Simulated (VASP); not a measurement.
# O (Fmmm) in VASP: further runs, part 2 of 2

VASP 6.6.1. The steps go on from the part before.

## 3. Electric field gradients, PBE (z stretched by -4 % at fixed volume)

Input file INCAR:

```
SYSTEM = O
PREC = Accurate
ENCUT = 520
EDIFF = 1E-8
ISMEAR = -1
SIGMA = 0.01
LREAL = .False.
LASPH = .True.
NELM = 80
ALGO = Normal
ISIF = 2
LWAVE = .False.
LCHARG = .False.
GGA = PE
LEFG = .True.
NBANDS = 13
```

Input file KPOINTS:

```
regular mesh
0
Gamma
  12 12 12
  0 0 0
```

Input file POSCAR:

```
O
1.0
    0.0000000000      2.1510092115      3.2110560000
    1.5088346506      0.0000000000      3.2110560000
    1.5088346506      2.1510092115      0.0000000000
O
2
Direct
    0.0871000000      0.0871000000      0.9129000000
    0.9129000000      0.9129000000      0.0871000000
```

Potentials or basis: VASP PAW PBE potentials, release 64 (O).

Command:

```bash
$ cat potpaw_PBE.64/O/POTCAR > POTCAR
$ mpirun -np 1 vasp_std > vasp.out
```

OUTCAR:

```text
SYSTEM = O
   PREC = Accurate
   ENCUT = 520
   EDIFF = 1E-8
   ISMEAR = -1
   LREAL = .False.
   LASPH = .True.
   NELM = 80
   ISIF = 2
   GGA = PE

 ion  position               nearest neighbor table
   1  0.087  0.087  0.913-   2 1.12
   2  0.913  0.913  0.087-   1 1.12

  LATTYP: Found a face centered orthorhombic cell.
 ALAT       =     3.0176693012
 B/A-ratio  =     1.4256096323
 C/A-ratio  =     2.1281695769

  Lattice vectors:

 A1 = (   0.0000000000,   2.1510092115,   3.2110560000)
 A2 = (   1.5088346506,   0.0000000000,   3.2110560000)
 A3 = (   1.5088346506,   2.1510092115,   0.0000000000)

Analysis of symmetry for initial positions (statically):
=====================================================================
 Subroutine PRICEL returns:
 Original cell was already a primitive cell.

 Routine SETGRP: Setting up the symmetry group for a
 face centered orthorhombic supercell.

[... 573 lines left out ...]
      direct lattice vectors                 reciprocal lattice vectors
     0.000000000  2.151009211  3.211056000    -0.331381573  0.232449028  0.155712015
     1.508834651  0.000000000  3.211056000     0.331381573 -0.232449028  0.155712015
     1.508834651  2.151009211  0.000000000     0.331381573  0.232449028 -0.155712015

 POSITION                                       TOTAL-FORCE (eV/Angst)
 -----------------------------------------------------------------------------------
      1.50883      2.15101      0.55937         0.000000      0.000000     12.092091
      1.50883      2.15101      5.86275         0.000000      0.000000    -12.092091
 -----------------------------------------------------------------------------------
    total drift:                                0.000000      0.000000      0.000000

  FREE ENERGIE OF THE ION-ELECTRON SYSTEM (eV)
  ---------------------------------------------------
  free  energy   TOTEN  =        -8.8212264287 eV

  energy  without entropy=       -8.8208732270  energy(sigma->0) =       -8.82104983

 Electric field gradients (V/A^2)
---------------------------------------------------------------------
 ion       V_xx      V_yy      V_zz      V_xy      V_xz      V_yz
---------------------------------------------------------------------
   1     -55.842   -42.250    98.093    -0.000     0.001     0.001
   2     -55.842   -42.250    98.093    -0.000     0.001     0.001
---------------------------------------------------------------------

 Electric field gradients after diagonalization (V/A^2)
 (convention: |V_zz| > |V_xx| > |V_yy|)
----------------------------------------------------------------------
 ion       V_xx      V_yy      V_zz     asymmetry (V_yy - V_xx)/ V_zz
----------------------------------------------------------------------
   1     -55.842   -42.250    98.093       0.139
   2     -55.842   -42.250    98.093       0.139
----------------------------------------------------------------------

           NMR quadrupolar parameters

 Cq : quadrupolar parameter    Cq=e*Q*V_zz/h
 eta: asymmetry parameters     (V_yy - V_xx)/ V_zz
 Q  : nuclear electric quadrupole moment in mb (millibarn)
----------------------------------------------------------------------
 ion       Cq(MHz)       eta       Q (mb)
----------------------------------------------------------------------
   1       0.237       0.139       1.000
   2       0.237       0.139       1.000
----------------------------------------------------------------------
```

OSZICAR:

```text
N       E                     dE             d eps       ncg     rms          rms(c)
DAV:   1     0.360837658596E+02    0.36084E+02   -0.64719E+03  7456   0.861E+02
DAV:   2    -0.807959250289E+01   -0.44163E+02   -0.42580E+02  9208   0.187E+02
DAV:   3    -0.922980569148E+01   -0.11502E+01   -0.11352E+01  8465   0.270E+01
DAV:   4    -0.923275566150E+01   -0.29500E-02   -0.29499E-02  8430   0.168E+00
DAV:   5    -0.923276609734E+01   -0.10436E-04   -0.10436E-04  8400   0.924E-02    0.498E+00
DAV:   6    -0.889471007359E+01    0.33806E+00   -0.29526E-01  8495   0.501E+00    0.255E+00
DAV:   7    -0.881879981310E+01    0.75910E-01   -0.23790E-01  8895   0.446E+00    0.559E-01
DAV:   8    -0.882114724890E+01   -0.23474E-02   -0.13310E-02  7640   0.104E+00    0.116E-01
DAV:   9    -0.882125034234E+01   -0.10309E-03   -0.59573E-04  8830   0.211E-01    0.481E-02
DAV:  10    -0.882122881112E+01    0.21531E-04   -0.11433E-04  7655   0.967E-02    0.879E-03
DAV:  11    -0.882122691382E+01    0.18973E-05   -0.83185E-06  7940   0.254E-02    0.231E-03
DAV:  12    -0.882122644646E+01    0.46736E-06   -0.47175E-07  8115   0.626E-03    0.927E-04
DAV:  13    -0.882122643527E+01    0.11187E-07   -0.55149E-08  8390   0.202E-03    0.302E-04
DAV:  14    -0.882122642872E+01    0.65485E-08   -0.22716E-09  5182   0.465E-04
   1 F= -.88212264E+01 E0= -.88210498E+01  d E =-.353202E-03
```

stdout:

```text
POSCAR found type information on POSCAR O
 POSCAR found :  1 types and       2 ions
 scaLAPACK will be used
 LDA part: xc-table for (Slater+PW92), standard interpolation
 POSCAR, INCAR and KPOINTS ok, starting setup
 FFT: planning ... GRIDC
 FFT: planning ... GRID_SOFT
 FFT: planning ... GRID
 WAVECAR not read
 entering main loop
ion   1

ion   2
```

Run time: 64 s. Hardware: 1 thread of Oxide Virtual Turin-like, shared host; peak memory 0.14 GiB.

What came out:

| Quantity | Value |
| --- | --- |
| Free energy | -8.8212 eV |
| Pressure | 35.9 GPa |
| Largest force | 12.092 eV/Å |
| Band gap on the k mesh | zero (band 6 reaches 2.99 eV, above the bottom of band 7 at 1.33 eV) |

Forces on the atoms (eV/Å):
```
O     0.000   0.000  12.092
O     0.000   0.000 -12.092
```

Electric field gradients, principal values (V/Å²):
| atom | least | middle | greatest (by size) |
| --- | --- | --- | --- |
| 1 O | -42.250 | -55.842 | 98.093 |
| 2 O | -42.250 | -55.842 | 98.093 |

Caveat: the standard files for N, O and F lose accuracy on very short bonds; spin is off for a triplet molecule; without QUAD_EFG the Cq values of the log hold for a quadrupole moment of 1 mb, not for the nuclei; forces of over 1 eV/Å act on the atoms, so gaps and moduli don't describe the material at rest.
